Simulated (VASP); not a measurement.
# NaPtCl3 (Pm-3m) in VASP: notebook

Runs on NaPtCl3. Level: PBE. Tasks: single point.

All numbers are computed with VASP 6.6.1; they aren't measurements. Logs are shortened: lines on timing, memory, paths and dates and some standing lists are left out, and cuts for length are marked.

**1. The cell of the first run**

Symmetry: Pm-3m, No. 221, cubic system. Conventional cell: a = 4.732 Å, b = 4.732 Å, c = 4.732 Å, α = 90.00°, β = 90.00°, γ = 90.00°. Na (site symmetry m-3m) has 12 Cl at 3.35 Å and 8 Pt at 4.10 Å within 4.4 Å. Pt (site symmetry m-3m) has 6 Cl at 2.37 Å within 3.1 Å. Within 3.1 Å of Cl (site symmetry 4/mmm) lie 2 Pt at 2.37 Å.

**2. Single point, PBE (21.18 Å³/atom)**

Contents of INCAR:

```
SYSTEM = NaPtCl3
ALGO = Normal
EDIFF = 1E-6
ENCUT = 520
GGA = PE
ISIF = 2
ISMEAR = 0
LASPH = .True.
LCHARG = .False.
LREAL = .False.
LWAVE = .False.
NBANDS = 27
NELM = 80
PREC = Accurate
SIGMA = 0.1
```

Contents of KPOINTS:

```
k-points
0
Gamma
  8 8 8
  0 0 0
```

Contents of POSCAR:

```
NaPtCl3
1.0
    4.7315050151      0.0000000000      0.0000000000
    0.0000000000      4.7315050151      0.0000000000
    0.0000000000      0.0000000000      4.7315050151
Na Pt Cl
1 1 3
Direct
    0.0000000000      0.0000000000      0.0000000000
    0.5000000000      0.5000000000      0.5000000000
    0.0000000000      0.5000000000      0.5000000000
    0.5000000000      0.5000000000      0.0000000000
    0.5000000000      0.0000000000      0.5000000000
```

Potentials or basis: VASP PAW PBE potentials, release 64 (Na_pv, Pt, Cl).

Started as:

```bash
$ cat potpaw_PBE.64/Na_pv/POTCAR potpaw_PBE.64/Pt/POTCAR potpaw_PBE.64/Cl/POTCAR > POTCAR
$ mpirun -np 1 vasp_std > vasp.out
```

OUTCAR:

```text
SYSTEM = NaPtCl3
   EDIFF = 1E-6
   ENCUT = 520
   GGA = PE
   ISIF = 2
   ISMEAR = 0
   LASPH = .True.
   LREAL = .False.
   NELM = 80
   PREC = Accurate

 ion  position               nearest neighbor table
   1  0.000  0.000  0.000-
   2  0.500  0.500  0.500-   3 2.37   4 2.37   5 2.37   4 2.37   5 2.37   3 2.37
   3  0.000  0.500  0.500-   2 2.37   2 2.37
   4  0.500  0.500  0.000-   2 2.37   2 2.37
   5  0.500  0.000  0.500-   2 2.37   2 2.37

  LATTYP: Found a simple cubic cell.
 ALAT       =     4.7315050151

  Lattice vectors:

 A1 = (   4.7315050151,   0.0000000000,   0.0000000000)
 A2 = (   0.0000000000,   4.7315050151,   0.0000000000)
 A3 = (   0.0000000000,   0.0000000000,   4.7315050151)

Analysis of symmetry for initial positions (statically):
=====================================================================
 Subroutine PRICEL returns:
 Original cell was already a primitive cell.

 Routine SETGRP: Setting up the symmetry group for a
 simple cubic supercell.

 Subroutine GETGRP returns: Found 48 space group operations
 (whereof 48 operations were pure point group operations)
 out of a pool of 48 trial point group operations.

The static configuration has the point symmetry O_h .

Analysis of symmetry for dynamics (positions and initial velocities):
=====================================================================
 Subroutine PRICEL returns:
 Original cell was already a primitive cell.

 Routine SETGRP: Setting up the symmetry group for a
 simple cubic supercell.

 Subroutine GETGRP returns: Found 48 space group operations
 (whereof 48 operations were pure point group operations)
 out of a pool of 48 trial point group operations.

The dynamic configuration has the point symmetry O_h .

 Subroutine INISYM returns: Found 48 space group operations
 (whereof 48 operations are pure point group operations),
 and found     1 'primitive' translations

----------------------------------------------------------------------------------------

                                     Primitive cell

  volume of cell :     105.9249

  direct lattice vectors                    reciprocal lattice vectors
     4.731505015  0.000000000  0.000000000     0.211349242  0.000000000  0.000000000
     0.000000000  4.731505015  0.000000000     0.000000000  0.211349242  0.000000000
     0.000000000  0.000000000  4.731505015     0.000000000  0.000000000  0.211349242

  length of vectors
     4.731505015  4.731505015  4.731505015     0.211349242  0.211349242  0.211349242

  position of ions in fractional coordinates (direct lattice)
     0.000000000  0.000000000  0.000000000
     0.500000000  0.500000000  0.500000000
     0.000000000  0.500000000  0.500000000
     0.500000000  0.500000000  0.000000000
     0.500000000  0.000000000  0.500000000

  ion indices of the primitive-cell ions
   primitive index   ion index
                 1           1
                 2           2
                 3           3
                 4           4
                 5           5

----------------------------------------------------------------------------------------

 KPOINTS: k-points

Automatic generation of k-mesh.
 Grid dimensions read from file:
 generate k-points for:    8    8    8

 Generating k-lattice:

  Cartesian coordinates                     Fractional coordinates (reciprocal lattice)
     0.026418655  0.000000000  0.000000000     0.125000000  0.000000000  0.000000000
     0.000000000  0.026418655  0.000000000     0.000000000  0.125000000  0.000000000
     0.000000000  0.000000000  0.026418655     0.000000000  0.000000000  0.125000000

  Length of vectors
     0.026418655  0.026418655  0.026418655

  Shift w.r.t. Gamma in fractional coordinates (k-lattice)
     0.000000000  0.000000000  0.000000000

 Subroutine IBZKPT returns following result:
 ===========================================

 Found     35 irreducible k-points:

 Following reciprocal coordinates:
            Coordinates               Weight
  0.000000  0.000000  0.000000      1.000000
  0.125000  0.000000  0.000000      6.000000
  0.250000  0.000000  0.000000      6.000000
  0.375000  0.000000  0.000000      6.000000
  0.500000  0.000000  0.000000      3.000000
  0.125000  0.125000  0.000000     12.000000
[... 16 lines left out ...]
  0.375000  0.375000  0.125000     24.000000
  0.500000  0.375000  0.125000     24.000000
 [... further k-points ...]
   k-points           NKPTS =     35   k-points in BZ     NKDIM =     35   number of bands    NBANDS=     27
   number of dos      NEDOS =    301   number of ions     NIONS =      5
   total plane-waves  NPLWV =  46656
   dimension x,y,z NGX =    36 NGY =   36 NGZ =   36
   dimension x,y,z NGXF=    72 NGYF=   72 NGZF=   72
   ions per type =               1   1   3
   NGX,Y,Z   is equivalent  to a cutoff of  12.65, 12.65, 12.65 a.u.
   NGXF,Y,Z  is equivalent  to a cutoff of  25.30, 25.30, 25.30 a.u.
 SYSTEM =  NaPtCl3
   PREC   = accura    normal or accurate (medium, high low for compatibility)
   ISTART =      0    job   : 0-new  1-cont  2-samecut
   ICHARG =      2    charge: 1-file 2-atom 10-const
   ISPIN  =      1    spin polarized calculation?
   LNONCOLLINEAR =      F non collinear calculations
   LSORBIT =      F    spin-orbit coupling
   LASPH  =      T    aspherical Exc in radial PAW
   ENCUT  =  520.0 eV  38.22 Ry    6.18 a.u.   8.80  8.80  8.80*2*pi/ulx,y,z
   NELM   =     80;   NELMIN=  2; NELMDL= -5     # of ELM steps
   EDIFF  = 0.1E-05   stopping-criterion for ELM
   LREAL  =      F    real-space projection
   EDIFFG = 0.1E-04   stopping-criterion for IOM
   NSW    =      0    number of steps for IOM
   IBRION =     -1    ionic relax: 0-MD 1-quasi-New 2-CG
   NFREE  =      0    steps in history (QN), initial steepest desc. (CG)
   ISIF   =      2    stress and relaxation
   ISYM   =      2    0-nonsym 1-usesym 2-fastsym
   POTIM  = 0.5000    time-step for ionic-motion
   TEBEG  =    0.0;   TEEND  =   0.0 temperature during run
   PSTRESS=    0.0 pullay stress
   NELECT =      38.0000    total number of electrons
   NUPDOWN=      -1.0000    fix difference up-down
   EMIN   =  10.00;   EMAX   =-10.00  energy-range for DOS
   EFERMI =   0.00;   METHOD = LEGACY
   ISMEAR =     0;   SIGMA  =   0.10  broadening in eV -4-tet -1-fermi 0-gaus
   EFERMI_NEDOS =   21; number of points for ismear=-14 and -15
   IALGO  =     38    algorithm
   IMIX   =      4    mixing-type and parameters
     AMIX     =   0.40;   BMIX     =  1.00
     AMIX_MAG =   1.60;   BMIX_MAG =  1.00
  volume/ion in A,a.u.               =      21.18       142.96
  Fermi-wavevector in a.u.,A,eV,Ry     =   1.163242  2.198209 18.410477  1.353132
  Thomas-Fermi vector in A             =   2.299794
   LORBIT       =      0    0 simple, 1 ext, 2 COOP (PROOUT), +10 PAW based schemes
   GGA     = PE    functional components
   LHFCALC =     F    Hartree Fock is set to
   AEXX    =    0.0000 exact exchange contribution
   IVDW    =     0    specifies the selected vdW correction
   LEPSILON=     F    determine dielectric tensor
   LRPA    =     F    only Hartree local field effects (RPA)
 non-spin polarized calculation
 Gauss-broadening in eV      SIGMA  =   0.10
  energy-cutoff  :      520.00
  volume of cell :      105.92
 maximum number of plane-waves:      2897
 NGX is ok and might be reduce to    36
   NGX = 17   NGY = 17   NGZ = 17

 number of electron      37.9999995 magnetization

 Free energy of the ion-electron system (eV)
  ---------------------------------------------------
  ext. energy  EPLUGINS =         0.00000000
  ---------------------------------------------------
  free energy    TOTEN  =       -16.39504457 eV

  energy without entropy =      -16.39320992  energy(sigma->0) =      -16.39412725

 E-fermi :   4.1222     XC(G=0):  -9.1371

 val. band max:        4.0487861821   @ k =   0.5000   0.1250   0.0000
 cond. band min:       4.2366934527   @ k =   0.3750   0.1250   0.1250
 fundamental gap:      0.1879072706
 Fermi energy:         4.1222451654

 k-point     1 :       0.0000    0.0000    0.0000
  band No.  band energies     occupation
      1     -20.4693      2.00000
      2     -20.4693      2.00000
      3     -20.4693      2.00000
      4     -12.8189      2.00000
      5     -11.7356      2.00000
      6     -11.7356      2.00000
[... 19 lines left out ...]
     26      12.7428      0.00000
     27      12.7428      0.00000

 k-point     2 :       0.1250    0.0000    0.0000
  band No.  band energies     occupation
      1     -20.4695      2.00000
      2     -20.4692      2.00000
      3     -20.4692      2.00000
      4     -12.7748      2.00000
      5     -11.7391      2.00000
      6     -11.7337      2.00000
[... 19 lines left out ...]
     26      12.4383      0.00000
     27      12.7858      0.00000

 k-point     3 :       0.2500    0.0000    0.0000
  band No.  band energies     occupation
      1     -20.4701      2.00000
      2     -20.4692      2.00000
      3     -20.4692      2.00000
      4     -12.6617      2.00000
      5     -11.7513      2.00000
      6     -11.7292      2.00000
[... 19 lines left out ...]
     26      12.0056      0.00000
     27      12.9118      0.00000

 k-point     4 :       0.3750    0.0000    0.0000
  band No.  band energies     occupation
      1     -20.4707      2.00000
      2     -20.4691      2.00000
      3     -20.4691      2.00000
      4     -12.5365      2.00000
      5     -11.7713      2.00000
      6     -11.7246      2.00000
[... 19 lines left out ...]
     26      11.8242      0.00000
     27      13.0961      0.00000
[... 516 lines left out ...]
      4     -12.2638      2.00000
      5     -11.7667      2.00000
      6     -11.7306      2.00000
[... 19 lines left out ...]
     26      12.2845      0.00000
     27      12.4363      0.00000

 k-point    23 :       0.3750    0.3750    0.1250
  band No.  band energies     occupation
      1     -20.4704      2.00000
      2     -20.4703      2.00000
      3     -20.4692      2.00000
      4     -12.1897      2.00000
      5     -11.7516      2.00000
      6     -11.7430      2.00000
[... 19 lines left out ...]
     26      12.0335      0.00000
     27      12.2559      0.00000

 k-point    24 :       0.5000    0.3750    0.1250
  band No.  band energies     occupation
      1     -20.4706      2.00000
      2     -20.4703      2.00000
      3     -20.4692      2.00000
      4     -12.1277      2.00000
      5     -11.7577      2.00000
      6     -11.7435      2.00000
[... 19 lines left out ...]
     26      11.7268      0.00000
     27      11.9657      0.00000

 [... further k-points ...]
[... 5 lines left out ...]
  --------------------------------------------------------------------------------------
  -------------------------------------------------------------------------------------
  Total        5.6576062      5.6576062      5.6576062     -0.0000000      0.0000000     -0.0000000
  in kB       85.5746992     85.5746992     85.5746992     -0.0000000      0.0000000     -0.0000000
  external PRESSURE =      85.5746992 kB  Pullay stress =       0.0000000 kB

 VOLUME and BASIS-vectors are now :
 -----------------------------------------------------------------------------
  energy-cutoff  :      520.00
  volume of cell :      105.92
      direct lattice vectors                 reciprocal lattice vectors
     4.731505015  0.000000000  0.000000000     0.211349242  0.000000000  0.000000000
     0.000000000  4.731505015  0.000000000     0.000000000  0.211349242  0.000000000
     0.000000000  0.000000000  4.731505015     0.000000000  0.000000000  0.211349242

 POSITION                                       TOTAL-FORCE (eV/Angst)
 -----------------------------------------------------------------------------------
      0.00000      0.00000      0.00000         0.000000      0.000000      0.000000
      2.36575      2.36575      2.36575         0.000000      0.000000      0.000000
      0.00000      2.36575      2.36575         0.000000      0.000000      0.000000
      2.36575      2.36575      0.00000         0.000000      0.000000      0.000000
      2.36575      0.00000      2.36575         0.000000      0.000000      0.000000
 -----------------------------------------------------------------------------------
    total drift:                                0.000000      0.000000      0.000000

  FREE ENERGIE OF THE ION-ELECTRON SYSTEM (eV)
  ---------------------------------------------------
  free  energy   TOTEN  =       -16.3950445735 eV

  energy  without entropy=      -16.3932099211  energy(sigma->0) =      -16.39412725
```

Wall time 72 s (1 thread of Intel Xeon Platinum 8488C (Sapphire Rapids), shared host); peak memory 0.26 GiB.

Results:

* Free energy: -16.3950 eV
* Pressure: 8.6 GPa
* Band gap on the k mesh: zero (bands 19 and 20 overlap by 4.97 eV)

Levels at points of the mesh, in eV from the Fermi level:
| k point | band 16 | band 17 | band 18 | band 19 | band 20 | band 21 | band 22 | band 23 |
| --- | --- | --- | --- | --- | --- | --- | --- | --- |
| (0.00, 0.00, 0.00) | -3.02 | -3.02 | -3.02 | -2.17 | -2.17 | 1.45 | 2.21 | 6.00 |
| (0.50, 0.00, 0.00) | -3.12 | -2.17 | -1.26 | -1.26 | -0.61 | 4.37 | 4.64 | 6.24 |
| (0.50, 0.50, 0.00) | -1.54 | -1.25 | -1.25 | -1.12 | 3.17 | 4.70 | 6.06 | 6.38 |
| (0.50, 0.50, 0.50) | -1.07 | -1.07 | -1.07 | 2.80 | 3.17 | 3.17 | 5.78 | 5.78 |

Caveat: the cell stands under pressure; spin-orbit coupling is left out, which moves the levels of the heavy elements.

**3. Single point, PBE (21.91 Å³/atom)**

This run uses another cell than the first one, of 21.91 Å³/atom.

Contents of INCAR:

```
PREC     = Accurate       # precision mode
ENCUT    = 520            # plane-wave cutoff, eV
EDIFF    = 1E-7           # SCF threshold, eV
ISMEAR   = 0              # smearing method
SIGMA    = 0.1            # smearing width, eV
LREAL    = F              # projectors in reciprocal space
LASPH    = T              # aspherical terms in the spheres
NELM     = 80             # most SCF steps
ALGO     = Normal         # electronic algorithm
ISIF     = 2              # what is computed and relaxed
LWAVE    = F              # write WAVECAR
LCHARG   = F              # write CHGCAR
GGA      = PE             # functional
NBANDS   = 27             # bands
```

Contents of KPOINTS:

```
regular mesh
0
Gamma
  8 8 8
```

POSCAR: that of step 2 with these lines changed.

```diff
@@ -2,5 +2,5 @@
 1.0
-    4.7315050151      0.0000000000      0.0000000000
-    0.0000000000      4.7315050151      0.0000000000
-    0.0000000000      0.0000000000      4.7315050151
+    4.7846724429      0.0000000000      0.0000000000
+    0.0000000000      4.7846724429      0.0000000000
+    0.0000000000      0.0000000000      4.7846724429
 Na Pt Cl
```

Potentials or basis: VASP PAW PBE potentials, release 64 (Na_pv, Pt, Cl).

Started as:

```bash
$ cat potpaw_PBE.64/Na_pv/POTCAR potpaw_PBE.64/Pt/POTCAR potpaw_PBE.64/Cl/POTCAR > POTCAR
$ mpirun -np 1 vasp_std > vasp.out
```

It took 66 s on 1 thread of Intel Xeon Platinum 8488C (Sapphire Rapids), shared host; peak memory 0.26 GiB.

The run converged. Its results:

* Free energy: -16.5574 eV
* Pressure: 5.8 GPa
* Band gap on the k mesh: zero (bands 19 and 20 overlap by 5.00 eV)

Levels at points of the mesh, in eV from the Fermi level:
```tsv
k point	band 16	band 17	band 18	band 19	band 20	band 21	band 22	band 23
(0.00, 0.00, 0.00)	-2.89	-2.89	-2.89	-2.07	-2.07	1.45	2.23	6.13
(0.50, 0.00, 0.00)	-2.98	-2.06	-1.18	-1.18	-0.60	4.37	4.72	5.99
(0.50, 0.50, 0.00)	-1.48	-1.18	-1.18	-1.04	3.01	4.70	6.17	6.37
(0.50, 0.50, 0.50)	-0.99	-0.99	-0.99	2.93	3.02	3.02	5.82	5.82
```

Caveat: the cell stands under pressure; spin-orbit coupling is left out, which moves the levels of the heavy elements.

(Part 1 of 3 ends here.)
